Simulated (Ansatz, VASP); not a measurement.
**Ni: VASP beside Ansatz**

File INCAR:

```
PREC = Accurate
ENCUT = 520
EDIFF = 1E-6
ISMEAR = -1
SIGMA = 0.05
LREAL = F
LASPH = T
NELM = 150
ALGO = Normal
ISIF = 2
LWAVE = F
LCHARG = F
ISPIN = 2
MAGMOM = 1.5
LORBIT = 11
LMAXMIX = 4
GGA = PE
NBANDS = 15
```

KPOINTS

```
regular mesh
0
Gamma
  18 18 18
```

The input POSCAR:

```
Ni
1.0
    0.0000000000      1.7679500000      1.7679500000
    1.7679500000      0.0000000000      1.7679500000
    1.7679500000      1.7679500000      0.0000000000
Ni
1
Direct
    0.0000000000      0.0000000000      0.0000000000
```

Input for Ansatz:

```yaml
crystal:
  lattice:
    - [0.0, 1.76795, 1.76795]
    - [1.76795, 0.0, 1.76795]
    - [1.76795, 1.76795, 0.0]
  atoms:
    - { symbol: Ni, position: [0.0, 0.0, 0.0], spin: 1.5 }
magnetization:
  spin_polarized: true
kpoints:
  mp_grid: { grid: [18, 18, 18] }
  band_path:
    path:
      - [0.0, 0.0, 0.0]
      - [0.5, 0.0, 0.5]
      - [0.625, 0.25, 0.625]
      - [0.375, 0.375, 0.75]
      - [0.0, 0.0, 0.0]
      - [0.5, 0.5, 0.5]
      - [0.5, 0.25, 0.75]
      - [0.5, 0.0, 0.5]
    npoints: 5
scf:
  occupations: { method: fermi_dirac, width: 0.05 }
hamiltonian:
  xc: pbe
  pseudopotentials:
    kind: all_electron
    lapw: { basis_error: 0.00025 }
    relativity: none
output:
  forces: true
  stress: true
  eigenvalues: true
```

Alike in both runs: task single point; functional PBE; k mesh 18 × 18 × 18; occupations fermi-dirac, width 0.05 eV; collinear spin.

```csv
,VASP,Ansatz
version,VASP 6.6.1,Ansatz 0.2.0
potentials or method,"VASP PAW PBE potentials, release 64 (Ni), cutoff 520 eV","all-electron LAPW, non-relativistic"
```

Ansatz gave:

```
pressure (GPa)                                                : 1.3
net moment per atom (μB)                                      : 0.61
size of the moment on the site where the two differ most (μB) : 0.64
```

Question: What did VASP give for the same quantities?

Answer: Pressure (GPa): -2.9; net moment per atom (μB): 0.62; size of the moment on the site where the two differ most (μB): 0.63.

Site moments also hang on the region over which each program counts them. One of these differences is far larger than is usual between the two programs; its cause wasn't traced. Ansatz ran all-electron here, and VASP with PAW potentials.
